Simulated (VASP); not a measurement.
A run of VASP 6.6.1 is set up as follows.

Contents of INCAR:

```
  ALGO = Normal
  EDIFF = 1E-7
  ENCUT = 520
  GGA = PS
  ISIF = 2
  ISMEAR = -1
  LASPH = True
  LCHARG = False
  LREAL = Auto
  LWAVE = False
  NBANDS = 44
  NELM = 80
  PREC = Accurate
  SIGMA = 0.05
```

Contents of KPOINTS:

```
k-points
0
Gamma
  2 2 2
```

File POSCAR:

```
Al7As8
1.0
    0.0000000000      5.6857465000      5.6857465000
    5.6857465000      0.0000000000      5.6857465000
    5.6857465000      5.6857465000      0.0000000000
Al As
7 8
Direct
    0.0302779063      0.0050569437      0.0030369803
    0.0055814131     -0.0001390319      0.5074928156
   -0.0080378188      0.4725273981     -0.0062584570
   -0.0110824498      0.5040020690      0.4909452083
    0.4539154181      0.4765965208     -0.0441115340
    0.5009875132      0.0050964284      0.5321589698
    0.4916175915      0.4727148845      0.4938600411
    0.1889399220      0.1051127587      0.1182957242
    0.1275374307      0.1309688183      0.6295846113
    0.0856178692      0.6348198077      0.1141270544
    0.1148707562      0.6258393687      0.6169794942
    0.6578558330      0.1746065358      0.1597782279
    0.6164007664      0.1052787879      0.6905424820
    0.6251958296      0.5117994620      0.1271326465
    0.6120937682      0.6348526091      0.5875826508
```

Potentials or basis: VASP PAW PBE potentials, release 64 (Al, As).

The run is started by

```console
$ cat potpaw_PBE.64/Al/POTCAR potpaw_PBE.64/As/POTCAR > POTCAR
$ mpirun -np 1 vasp_std > vasp.out
```

**Question.** Predict the pressure.

**Answer.** -1.7 GPa.

**Question.** What does it give for the largest force?

**Answer.** 0.480 eV/Å.

Stress tensor (GPa, compression positive):
```
-2.32  0.26  0.81
 0.26 -0.36  0.25
 0.81  0.25 -2.32
```

Caveat: the k points lie up to 0.48 Å⁻¹ apart; the PAW data sets were made with another functional, which shifts forces and pressure a little.
